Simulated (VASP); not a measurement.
A run of VASP 6.6.1 is set up as follows.

File POSCAR:

```
CdS
1.0
    0.0000000000      2.7950788809      2.7950788809
    2.7950788809      0.0000000000      2.7950788809
    2.7950788809      2.7950788809      0.0000000000
Cd S
1 1
Direct
   -0.0063692780      0.0063692780      0.0063692780
    0.5223330012      0.4776669988      0.4776669988
```

The input INCAR.step1:

```
PREC = Accurate ; ENCUT = 520
ISMEAR = 0 ; SIGMA = 0.05
LREAL = F ; LASPH = T
NELM = 80 ; NBANDS = 16
GGA = PE ; ALGO = Normal
EDIFF = 1E-4 ; LWAVE = T
LCHARG = F
```

File INCAR.step2:

```
PREC = Accurate ; ENCUT = 520
EDIFF = 1E-6 ; ISMEAR = 0
SIGMA = 0.05 ; LREAL = F
LASPH = T ; NELM = 80
ALGO = Normal ; ISIF = 2
LWAVE = F ; LCHARG = F
METAGGA = R2SCAN ; LMIXTAU = T
NBANDS = 16 ; ISTART = 1
```

KPOINTS

```
regular mesh
0
Gamma
  8 8 8
```

Potentials or basis: VASP PAW PBE potentials, release 64 (Cd, S).

Command:

```sh
$ cat potpaw_PBE.64/Cd/POTCAR potpaw_PBE.64/S/POTCAR > POTCAR
$ cp INCAR.step1 INCAR
$ mpirun -np 1 vasp_std > vasp.out
$ cp INCAR.step2 INCAR
$ mpirun -np 1 vasp_std > vasp.out
```

Predict the band gap on the k mesh.

0.77 eV, indirect (least direct gap 1.83 eV).

Estimate the pressure.

-4.2 GPa.

Predict the largest force.

0.178 eV/Å.

Stress tensor (GPa, compression positive):
```
-2.87  0.00  0.00
 0.00 -4.86  0.00
 0.00  0.00 -4.86
```

Caveat: the PAW data sets were made with another functional, which shifts forces and pressure a little. A k mesh can miss the band edges.
